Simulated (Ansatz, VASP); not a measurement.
# Two plane-wave programs on Cu

```
CELL_PARAMETERS angstrom
1.27219 -3.97738 0.00000
1.27219 3.97738 0.00000
0.00000 0.00000 2.48084
ATOMIC_POSITIONS crystal
Cu 0.13404 0.86596 0.25000
Cu 0.86596 0.13404 0.75000
```

Change from the starting cell: volume 12.553 Å^3 an atom, stretch along a over the lengths across it, relative to the relaxed cell 1.0409.

Alike in both runs: task single point; functional PBE; k mesh 20 × 20 × 20; occupations gaussian, width 0.15 eV; no spin polarisation.

```csv
,VASP,Ansatz
version,VASP 6.6.1,Ansatz 0.2.0
potentials or method,"VASP PAW PBE potentials, release 64 (Cu), cutoff 520 eV","scalar-relativistic, plane waves, PAW"
valence electrons in the cell,22,38
```

```csv
,VASP,Ansatz,Ansatz less VASP
gap on the k mesh at the Fermi level (eV),none,none,-
pressure (GPa),1.4,0.7,-0.71
"traceless stress, the component that is largest in VASP (GPa)",-5.68,-5.57,+0.117
rms of the force components (eV/Å),0.060,0.063,+0.0026
```

Atom by atom the forces differ by 0.003 eV/Å (rms over components). A gap of «none» marks a metal or a gap that the smearing closes. VASP's potentials hold 22 valence electrons a cell and Ansatz's 38, so a difference there can come from the potentials and not from the codes.
